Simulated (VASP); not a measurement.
# BaTe (Fm-3m) in VASP: further runs

BaTe is run at these levels: PBEsol; tasks: relaxation of cell and atoms.

Program: VASP 6.6.1. These are calculated values, not measurements. Logs are shortened: lines on timing, memory, paths and dates and some standing lists are left out, and cuts for length are marked.

### Step 1. The cell of the first run

It takes space group Fm-3m (No. 225, cubic). Conventional cell: a = 6.943 Å, b = 6.943 Å, c = 6.943 Å, α = 90.00°, β = 90.00°, γ = 90.00°. Within 4.6 Å of Ba (site symmetry m-3m) lie 6 Te at 3.47 Å. Within 4.6 Å of Te (site symmetry m-3m) lie 6 Ba at 3.47 Å.

### Step 2. Relaxation of cell and atoms, PBEsol, target pressure 4 GPa, at which the enthalpy is minimised

INCAR reads:

```
SYSTEM = BaTe
  ALGO = Normal
  EDIFF = 1E-7
  EDIFFG = -0.002
  ENCUT = 600
  GGA = PS
  IBRION = 2
  ISIF = 3
  ISMEAR = 0
  LASPH = .TRUE.
  LCHARG = .FALSE.
  LREAL = .FALSE.
  LWAVE = .FALSE.
  NELM = 60
  NSW = 100
  PREC = Accurate
  PSTRESS = 40.0
  SIGMA = 0.01
```

KPOINTS reads:

```
k-points
0
G
  6 6 6
  0 0 0
```

POSCAR reads:

```
BaTe
1.0
    3.4713714763      3.4713714763      0.0000000000
   -3.4713714763      3.4713714763      0.0000000000
    0.0000000000      3.4713714763      3.4713714763
Ba Te
1 1
Direct
    0.0000000000      0.0000000000      0.0000000000
    0.5000000000      0.5000000000      0.0000000000
```

Potentials or basis: VASP PAW PBE potentials, release 64 (Ba_sv, Te).

Run with:

```bash
> cat potpaw_PBE.64/Ba_sv/POTCAR potpaw_PBE.64/Te/POTCAR > POTCAR
> mpirun -np 1 vasp_std > vasp.out
```

OUTCAR:

```text
SYSTEM = BaTe
   EDIFF = 1E-7
   EDIFFG = -0.002
   ENCUT = 600
   GGA = PS
   IBRION = 2
   ISIF = 3
   ISMEAR = 0
   LASPH = .TRUE.
   LREAL = .FALSE.
   NELM = 60
   NSW = 100
   PREC = Accurate
   PSTRESS = 40.0

 ion  position               nearest neighbor table
   1  0.000  0.000  0.000-   2 3.47   2 3.47   2 3.47   2 3.47   2 3.47   2 3.47
   2  0.500  0.500  0.000-   1 3.47   1 3.47   1 3.47   1 3.47   1 3.47   1 3.47

  LATTYP: Found a face centered cubic cell.
 ALAT       =     6.9427429526

  Lattice vectors:

 A1 = (   0.0000000000,   3.4713714763,   3.4713714763)
 A2 = (   3.4713714763,   0.0000000000,   3.4713714763)
 A3 = (   3.4713714763,   3.4713714763,   0.0000000000)

Analysis of symmetry for initial positions (statically):
=====================================================================
 Subroutine PRICEL returns:
 Original cell was already a primitive cell.

 Routine SETGRP: Setting up the symmetry group for a
 face centered cubic supercell.

 Subroutine GETGRP returns: Found 48 space group operations
 (whereof 48 operations were pure point group operations)
 out of a pool of 48 trial point group operations.

The static configuration has the point symmetry O_h .

Analysis of symmetry for dynamics (positions and initial velocities):
=====================================================================
 Subroutine PRICEL returns:
 Original cell was already a primitive cell.

 Routine SETGRP: Setting up the symmetry group for a
 face centered cubic supercell.

 Subroutine GETGRP returns: Found 48 space group operations
 (whereof 48 operations were pure point group operations)
 out of a pool of 48 trial point group operations.

The dynamic configuration has the point symmetry O_h .

 Subroutine INISYM returns: Found 48 space group operations
 (whereof 48 operations are pure point group operations),
 and found     1 'primitive' translations

----------------------------------------------------------------------------------------

                                     Primitive cell

  volume of cell :      83.6630

  direct lattice vectors                    reciprocal lattice vectors
     3.471371476  3.471371476  0.000000000     0.144035291  0.144035291 -0.144035291
    -3.471371476  3.471371476  0.000000000    -0.144035291  0.144035291 -0.144035291
     0.000000000  3.471371476  3.471371476     0.000000000  0.000000000  0.288070582

  length of vectors
     4.909260622  4.909260622  4.909260622     0.249476442  0.249476442  0.288070582

  position of ions in fractional coordinates (direct lattice)
     0.000000000  0.000000000  0.000000000
     0.500000000  0.500000000  0.000000000

[... 57 lines left out ...]
 SYSTEM =  BaTe
   PREC   = accura    normal or accurate (medium, high low for compatibility)
   ISTART =      0    job   : 0-new  1-cont  2-samecut
   ICHARG =      2    charge: 1-file 2-atom 10-const
   ISPIN  =      1    spin polarized calculation?
   LNONCOLLINEAR =      F non collinear calculations
   LSORBIT =      F    spin-orbit coupling
   LASPH  =      T    aspherical Exc in radial PAW
   ENCUT  =  600.0 eV  44.10 Ry    6.64 a.u.   9.81  9.81  9.81*2*pi/ulx,y,z
   NELM   =     60;   NELMIN=  2; NELMDL= -5     # of ELM steps
   EDIFF  = 0.1E-06   stopping-criterion for ELM
   LREAL  =      F    real-space projection
   EDIFFG = -.2E-02   stopping-criterion for IOM
   NSW    =    100    number of steps for IOM
   IBRION =      2    ionic relax: 0-MD 1-quasi-New 2-CG
   NFREE  =      1    steps in history (QN), initial steepest desc. (CG)
   ISIF   =      3    stress and relaxation
   ISYM   =      2    0-nonsym 1-usesym 2-fastsym
   POTIM  = 0.5000    time-step for ionic-motion
   TEBEG  =    0.0;   TEEND  =   0.0 temperature during run
   PSTRESS=   40.0 pullay stress
   NELECT =      16.0000    total number of electrons
   NUPDOWN=      -1.0000    fix difference up-down
   EMIN   =  10.00;   EMAX   =-10.00  energy-range for DOS
   EFERMI =   0.00;   METHOD = LEGACY
   ISMEAR =     0;   SIGMA  =   0.01  broadening in eV -4-tet -1-fermi 0-gaus
   EFERMI_NEDOS =   21; number of points for ismear=-14 and -15
   IALGO  =     38    algorithm
   IMIX   =      4    mixing-type and parameters
     AMIX     =   0.40;   BMIX     =  1.00
     AMIX_MAG =   1.60;   BMIX_MAG =  1.00
  volume/ion in A,a.u.               =      41.83       282.29
  Fermi-wavevector in a.u.,A,eV,Ry     =   0.943200  1.782389 12.104097  0.889626
  Thomas-Fermi vector in A             =   2.070884
   LORBIT       =      0    0 simple, 1 ext, 2 COOP (PROOUT), +10 PAW based schemes
   GGA     = PS    functional components
   LHFCALC =     F    Hartree Fock is set to
   AEXX    =    0.0000 exact exchange contribution
   IVDW    =     0    specifies the selected vdW correction
   LEPSILON=     F    determine dielectric tensor
   LRPA    =     F    only Hartree local field effects (RPA)
 conjugate gradient relaxation of ions
 non-spin polarized calculation
 Gauss-broadening in eV      SIGMA  =   0.01
  energy-cutoff  :      600.00
  volume of cell :       83.66
 maximum number of plane-waves:      2806
   NGX = 19   NGY = 19   NGZ = 19

--------------------------------------- Ionic step        1  -------------------------------------------

 number of electron      16.0000000 magnetization

 Free energy of the ion-electron system (eV)
  ---------------------------------------------------
  ext. energy  EPLUGINS =         0.00000000
  ---------------------------------------------------
  free energy    TOTEN  =        -9.19019583 eV

  energy without entropy =       -9.19019583  energy(sigma->0) =       -9.19019583

 E-fermi :   2.3565     XC(G=0):  -8.5096

 val. band max:        2.3115331826   @ k =   0.0000   0.0000   0.0000
 cond. band min:       3.6845263750   @ k =   0.5000   0.5000   0.0000
 fundamental gap:      1.3729931925
 Fermi energy:         2.3565069109

 k-point     1 :       0.0000    0.0000    0.0000
  band No.  band energies     occupation
      1     -24.6085      2.00000
      2      -9.7533      2.00000
      3      -9.7533      2.00000
      4      -9.7533      2.00000
      5      -7.3237      2.00000
      6       2.3115      2.00000
      7       2.3115      2.00000
      8       2.3115      2.00000
      9       5.1585      0.00000
     10       5.1585      0.00000
     11       5.1585      0.00000
     12       5.1604      0.00000
[... 412 lines left out ...]
--------------------------------------- Ionic step        6  -------------------------------------------

 number of electron      16.0000000 magnetization

 Free energy of the ion-electron system (eV)
  ---------------------------------------------------
  ext. energy  EPLUGINS =         0.00000000
  ---------------------------------------------------
  free energy    TOTEN  =        -9.09893047 eV

  energy without entropy =       -9.09893047  energy(sigma->0) =       -9.09893047

 E-fermi :   2.9919     XC(G=0):  -8.8768

 val. band max:        2.9252466924   @ k =   0.0000   0.0000   0.0000
 cond. band min:       4.0608302133   @ k =   0.5000   0.5000   0.0000
 fundamental gap:      1.1355835210
 Fermi energy:         2.9919045279

 k-point     1 :       0.0000    0.0000    0.0000
  band No.  band energies     occupation
      1     -23.7936      2.00000
      2      -8.9633      2.00000
      3      -8.9633      2.00000
      4      -8.9633      2.00000
      5      -6.9307      2.00000
      6       2.9252      2.00000
      7       2.9252      2.00000
      8       2.9252      2.00000
      9       5.6818      0.00000
     10       5.6818      0.00000
     11       5.6818      0.00000
     12       6.1440      0.00000
[... 256 lines left out ...]
  energy  without entropy=       -9.0989304673  energy(sigma->0) =       -9.09893047

  enthalpy is  TOTEN    =        -7.1887075514 eV   P V=        1.9102229160

 reached required accuracy - stopping structural energy minimisation
```

It took 1.8 min on 1 thread of Intel Xeon Platinum 8375C at 2.90GHz (Ice Lake), shared host; peak memory 0.25 GiB.

What came out:

```yaml
Free_energy: -9.0989 eV
Relaxed_volume: 38.26 Å³/atom
Relaxed_cell: a = 4.765 Å, b = 4.765 Å, c = 4.765 Å, α = 60.00°, β = 60.00°, γ = 90.00°
Space_group_after_relaxing_to_0.05_Å: Fm-3m (No. 225)
Energy_change_on_relaxing_the_enthalpy_is_what_falls: +45.6 meV/atom
Ionic_steps: 6
Pressure_after_relaxing: 4.0 GPa
Band_gap_on_the_k_mesh: 1.14 eV, indirect (least direct gap 1.51 eV)
```

Step by step:
```
step  energy change (eV)  largest force (eV/Å)  pressure (GPa)  volume (Å³)
   1              0.0000                0.0000            0.37        83.66
   2              0.2175                0.0000            6.74        72.71
   3              0.0908                0.0000            3.99        76.53
   4              0.0943                0.0000            4.08        76.39
   5              0.0895                0.0000            3.96        76.58
   6              0.0913                0.0000            4.00        76.51
```

Final structure:
```cif
data_structure
_symmetry_space_group_name_H-M 'P 1'
_symmetry_Int_Tables_number 1
_cell_length_a 4.7652
_cell_length_b 4.7652
_cell_length_c 4.7652
_cell_angle_alpha 60.000
_cell_angle_beta 60.000
_cell_angle_gamma 90.000
_cell_volume 76.51
loop_
_atom_site_label
_atom_site_type_symbol
_atom_site_fract_x
_atom_site_fract_y
_atom_site_fract_z
_atom_site_occupancy
Ba1 Ba 0.00000 0.00000 0.00000 1
Te1 Te 0.50000 0.50000 0.00000 1
```

Caveat: the cell is relaxed towards a set pressure, so the enthalpy falls and the energy may rise; the PAW data sets were made with another functional, which shifts forces and pressure a little; spin-orbit coupling is left out, which moves the levels of the heavy elements. A k mesh can miss the band edges.

### Step 3. Relaxation of cell and atoms, PBEsol, target pressure 7 GPa, at which the enthalpy is minimised

INCAR reads:

```
SYSTEM = BaTe
PREC = Accurate ; ENCUT = 600
EDIFF = 1E-6 ; ISMEAR = 0
SIGMA = 0.01 ; LREAL = .False.
LASPH = .True. ; NELM = 100
ALGO = Normal ; ISIF = 3
LWAVE = .False. ; LCHARG = .False.
GGA = PS ; IBRION = 2
NSW = 100 ; EDIFFG = -0.002
PSTRESS = 70.0
```

KPOINTS reads:

```
regular mesh
0
Gamma
  6 6 6
  0 0 0
```

POSCAR is that of step 2.

Potentials or basis: VASP PAW PBE potentials, release 64 (Ba_sv, Te).

Run with:

```bash
> cat potpaw_PBE.64/Ba_sv/POTCAR potpaw_PBE.64/Te/POTCAR > POTCAR
> mpirun -np 1 vasp_std > vasp.out
```

It took 89 s on 1 thread of Intel Xeon Platinum 8375C at 2.90GHz (Ice Lake), shared host; peak memory 0.25 GiB.

The run converged. Its results:

| Property | Result |
| --- | --- |
| Free energy | -8.9595 eV |
| Relaxed volume | 36.20 Å³/atom |
| Relaxed cell | a = 4.678 Å, b = 4.678 Å, c = 4.678 Å, α = 60.00°, β = 60.00°, γ = 90.00° |
| Space group after relaxing (to 0.05 Å) | Fm-3m (No. 225) |
| Energy change on relaxing (the enthalpy is what falls) | +115.4 meV/atom |
| Ionic steps | 6 |
| Pressure after relaxing | 7.0 GPa |
| Band gap on the k mesh | 0.96 eV, indirect (least direct gap 1.33 eV) |

The path:
```
step  energy change (eV)  largest force (eV/Å)  pressure (GPa)  volume (Å³)
   1              0.0000                0.0000            0.37        83.66
   2              0.7789                0.0000           15.81        64.42
   3              0.2236                0.0000            6.87        72.56
   4              0.2327                0.0000            7.04        72.35
   5              0.2292                0.0000            6.97        72.43
   6              0.2307                0.0000            6.99        72.40
```

Final structure:
```
Ba Te
1.0
     3.30801    3.30801    0.00000
    -3.30801    3.30801    0.00000
     0.00000    3.30801    3.30801
Ba Te
1 1
Direct
  0.00000 0.00000 0.00000
  0.50000 0.50000 0.00000
```

Levels at points of the mesh, in eV from the valence-band top:
```
           k point  band 4  band 5  band 6  band 7  band 8  band 9  band 10  band 11  band 12
(0.00, 0.00, 0.00)  -11.80  -10.01    0.00    0.00    0.00    2.68     2.68     2.68     3.47
(0.50, 0.00, 0.00)  -11.81   -8.62   -2.80   -1.55   -1.55    4.28     5.08     5.16     5.16
(0.50, 0.50, 0.00)  -11.97   -9.76   -1.15   -0.36   -0.36    0.96     4.66     5.32     6.27
```

Caveat: the cell is relaxed towards a set pressure, so the enthalpy falls and the energy may rise; the PAW data sets were made with another functional, which shifts forces and pressure a little; spin-orbit coupling is left out, which moves the levels of the heavy elements.

### Step 4. Relaxation of cell and atoms, PBEsol, target pressure 10 GPa, at which the enthalpy is minimised

INCAR reads:

```
SYSTEM = BaTe
PREC     = Accurate       ! precision mode
ENCUT    = 600            ! plane-wave cutoff, eV
EDIFF    = 1E-6           ! SCF threshold, eV
ISMEAR   = 0              ! smearing method
SIGMA    = 0.01           ! smearing width, eV
LREAL    = .FALSE.        ! projectors in reciprocal space
LASPH    = .TRUE.         ! aspherical terms in the spheres
NELM     = 60             ! most SCF steps
ALGO     = Normal         ! electronic algorithm
ISIF     = 3              ! what is computed and relaxed
LWAVE    = .FALSE.        ! write WAVECAR
LCHARG   = .FALSE.        ! write CHGCAR
GGA      = PS             ! functional
IBRION   = 2              ! ionic algorithm
NSW      = 100            ! ionic steps
EDIFFG   = -0.002         ! ionic threshold
PSTRESS  = 100.0
```

KPOINTS reads:

```
Automatic mesh
0
G
  6 6 6
  0 0 0
```

POSCAR is that of step 3.

Potentials or basis: VASP PAW PBE potentials, release 64 (Ba_sv, Te).

Run with:

```bash
> cat potpaw_PBE.64/Ba_sv/POTCAR potpaw_PBE.64/Te/POTCAR > POTCAR
> mpirun -np 1 vasp_std > vasp.out
```

OUTCAR:

```text
SYSTEM = BaTe
   PREC = Accurate
   ENCUT = 600
   EDIFF = 1E-6
   ISMEAR = 0
   LREAL = .FALSE.
   LASPH = .TRUE.
   NELM = 60
   ISIF = 3
   GGA = PS
   IBRION = 2
   NSW = 100
   EDIFFG = -0.002
   PSTRESS = 100.0

 ion  position               nearest neighbor table
   1  0.000  0.000  0.000-   2 3.47   2 3.47   2 3.47   2 3.47   2 3.47   2 3.47
   2  0.500  0.500  0.000-   1 3.47   1 3.47   1 3.47   1 3.47   1 3.47   1 3.47

  LATTYP: Found a face centered cubic cell.
 ALAT       =     6.9427429526

  Lattice vectors:

 A1 = (   0.0000000000,   3.4713714763,   3.4713714763)
 A2 = (   3.4713714763,   0.0000000000,   3.4713714763)
 A3 = (   3.4713714763,   3.4713714763,   0.0000000000)

Analysis of symmetry for initial positions (statically):
=====================================================================
 Subroutine PRICEL returns:
 Original cell was already a primitive cell.

 Routine SETGRP: Setting up the symmetry group for a
 face centered cubic supercell.

 Subroutine GETGRP returns: Found 48 space group operations
 (whereof 48 operations were pure point group operations)
 out of a pool of 48 trial point group operations.

The static configuration has the point symmetry O_h .

Analysis of symmetry for dynamics (positions and initial velocities):
=====================================================================
[... 120 lines left out ...]
     AMIX     =   0.40;   BMIX     =  1.00
     AMIX_MAG =   1.60;   BMIX_MAG =  1.00
  volume/ion in A,a.u.               =      41.83       282.29
  Fermi-wavevector in a.u.,A,eV,Ry     =   0.943200  1.782389 12.104097  0.889626
  Thomas-Fermi vector in A             =   2.070884
   LORBIT       =      0    0 simple, 1 ext, 2 COOP (PROOUT), +10 PAW based schemes
   GGA     = PS    functional components
   LHFCALC =     F    Hartree Fock is set to
   AEXX    =    0.0000 exact exchange contribution
   IVDW    =     0    specifies the selected vdW correction
   LEPSILON=     F    determine dielectric tensor
   LRPA    =     F    only Hartree local field effects (RPA)
 conjugate gradient relaxation of ions
 non-spin polarized calculation
 Gauss-broadening in eV      SIGMA  =   0.01
  energy-cutoff  :      600.00
  volume of cell :       83.66
 maximum number of plane-waves:      2806
   NGX = 19   NGY = 19   NGZ = 19

--------------------------------------- Ionic step        1  -------------------------------------------

 number of electron      16.0000000 magnetization

 Free energy of the ion-electron system (eV)
  ---------------------------------------------------
  ext. energy  EPLUGINS =         0.00000000
  ---------------------------------------------------
  free energy    TOTEN  =        -9.19019591 eV

  energy without entropy =       -9.19019591  energy(sigma->0) =       -9.19019591

 E-fermi :   2.3567     XC(G=0):  -8.5096

 val. band max:        2.3112660940   @ k =   0.0000   0.0000   0.0000
 cond. band min:       3.6845571754   @ k =   0.5000   0.5000   0.0000
 fundamental gap:      1.3732910814
 Fermi energy:         2.3566830156
[... 712 lines left out ...]
--------------------------------------- Ionic step        7  -------------------------------------------

 number of electron      16.0000000 magnetization

 Free energy of the ion-electron system (eV)
  ---------------------------------------------------
  ext. energy  EPLUGINS =         0.00000000
  ---------------------------------------------------
  free energy    TOTEN  =        -8.78921229 eV

  energy without entropy =       -8.78921229  energy(sigma->0) =       -8.78921229

 E-fermi :   3.8204     XC(G=0):  -9.3050

 val. band max:        3.7039335617   @ k =   0.0000   0.0000   0.0000
 cond. band min:       4.5125002385   @ k =   0.5000   0.5000   0.0000
 fundamental gap:      0.8085666768
 Fermi energy:         3.8203771906
[... 271 lines left out ...]
  energy  without entropy=       -8.7892122914  energy(sigma->0) =       -8.78921229

  enthalpy is  TOTEN    =        -4.4720494125 eV   P V=        4.3171628789

 reached required accuracy - stopping structural energy minimisation
```

Wall time 1.9 min (1 thread of Intel Xeon Platinum 8375C at 2.90GHz (Ice Lake), shared host); peak memory 0.25 GiB.

What came out:

* Free energy: -8.7892 eV
* Relaxed volume: 34.58 Å³/atom
* Relaxed cell: a = 4.608 Å, b = 4.608 Å, c = 4.608 Å, α = 60.00°, β = 60.00°, γ = 90.00°
* Space group after relaxing (to 0.05 Å): Fm-3m (No. 225)
* Energy change on relaxing (the enthalpy is what falls): +200.5 meV/atom
* Ionic steps: 7
* Pressure after relaxing: 10.0 GPa
* Band gap on the k mesh: 0.81 eV, indirect (least direct gap 1.15 eV)

Step by step:
```
step  energy change (eV)  largest force (eV/Å)  pressure (GPa)  volume (Å³)
   1              0.0000                0.0000            0.37        83.66
   2              1.8465                0.0000           29.99        56.77
   3              0.3656                0.0000            9.40        69.75
   4              0.3955                0.0000            9.91        69.26
   5              0.4124                0.0000           10.19        68.99
   6              0.3894                0.0000            9.81        69.36
   7              0.4010                0.0000           10.00        69.17
```

Final structure:
```xyz
2
Lattice="3.2581 3.2581 0.0000 -3.2581 3.2581 0.0000 0.0000 3.2581 3.2581" Properties=species:S:1:pos:R:3 pbc="T T T"
Ba    0.0000    0.0000    0.0000
Te    0.0000    6.5161    3.2581
```

Caveat: the cell is relaxed towards a set pressure, so the enthalpy falls and the energy may rise; the volume moved by over 15 % at a fixed basis, so the end points are rough; the PAW data sets were made with another functional, which shifts forces and pressure a little; spin-orbit coupling is left out, which moves the levels of the heavy elements. As with any semilocal functional, this PBEsol gap is likely too small.

### Step 5. The runs side by side

```tsv
cell	gap on the mesh (eV)	pressure (GPa)
relaxed to 4 GPa	1.14	4.0
relaxed to 7 GPa	0.96	7.0
relaxed to 10 GPa	0.81	10.0
```

Alike in all rows: task relaxation of cell and atoms; level PBEsol; potentials or basis VASP PAW PBE potentials, release 64 (Ba_sv, Te); no spin polarisation; k mesh 6 × 6 × 6; cutoff (eV) 600; smearing gaussian 0.01 eV.

Caveats: the cell is relaxed towards a set pressure, so the enthalpy falls and the energy may rise; the PAW data sets were made with another functional, which shifts forces and pressure a little; spin-orbit coupling is left out, which moves the levels of the heavy elements; the volume moved by over 15 % at a fixed basis, so the end points are rough (some runs).

Total energies depend on the potentials used, so only differences within one code and one set of settings carry meaning.
